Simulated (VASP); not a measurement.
Write the native input for VASP 6.6.1 that does the following.

```
Task                   : single point
Functional             : PBEsol
Potentials or basis    : VASP PAW PBE potentials, release 64 (Sc_sv, H, Al)
Cutoff                 : 520 eV
k mesh                 : 6 × 6 × 4
Occupations            : fermi-dirac, width 0.03 eV
Spin                   : no spin polarisation
Dipole correction      : no
Further INCAR settings : ALGO = Normal; EDIFF = 1e-06; NBANDS = 20
```

The structure of ScAlH6 lies in POSCAR:

```
ScAlH6
1.0
    3.2452082701      0.0000000000      0.0000000000
    0.0000000000      3.2452082701      0.0000000000
    0.0000000000      0.0000000000      4.6712123493
Sc H Al
1 6 1
Direct
    0.5000000000      0.5000000000      0.5000000000
    0.5000000000      0.5000000000      0.0000000000
    0.0000000000      0.0000000000      0.5000000000
    0.0000000000      0.5000000000      0.2279708085
    0.5000000000      0.0000000000      0.7720291915
    0.5000000000      0.0000000000      0.2279708085
    0.0000000000      0.5000000000      0.7720291915
    0.0000000000      0.0000000000      0.0000000000
```

These files were run (other wordings do the same):

INCAR

```
  PREC = Accurate
  ENCUT = 520
  EDIFF = 1E-6
  ISMEAR = -1
  SIGMA = 0.03
  LREAL = F
  LASPH = T
  NELM = 80
  ALGO = Normal
  ISIF = 2
  LWAVE = F
  LCHARG = F
  GGA = PS
  NBANDS = 20
```

KPOINTS

```
regular mesh
0
Gamma
  6 6 4
```

Potentials or basis: VASP PAW PBE potentials, release 64 (Sc_sv, H, Al).

Run with:

```sh
$ cat potpaw_PBE.64/Sc_sv/POTCAR potpaw_PBE.64/H/POTCAR potpaw_PBE.64/Al/POTCAR > POTCAR
$ mpirun -np 1 vasp_std > vasp.out
```

It gave:

```
Pressure               : 0.0 GPa
Largest force          : 0.010 eV/Å
Band gap on the k mesh : zero (band 10 reaches 7.69 eV, above the bottom of band 11 at 3.29 eV)
```

Caveat: the PAW data sets were made with another functional, which shifts forces and pressure a little.

Run time: 10 s on 1 thread of Intel(R) Xeon(R) 6975P-C (Granite Rapids) (shared host), peak memory 0.16 GiB.
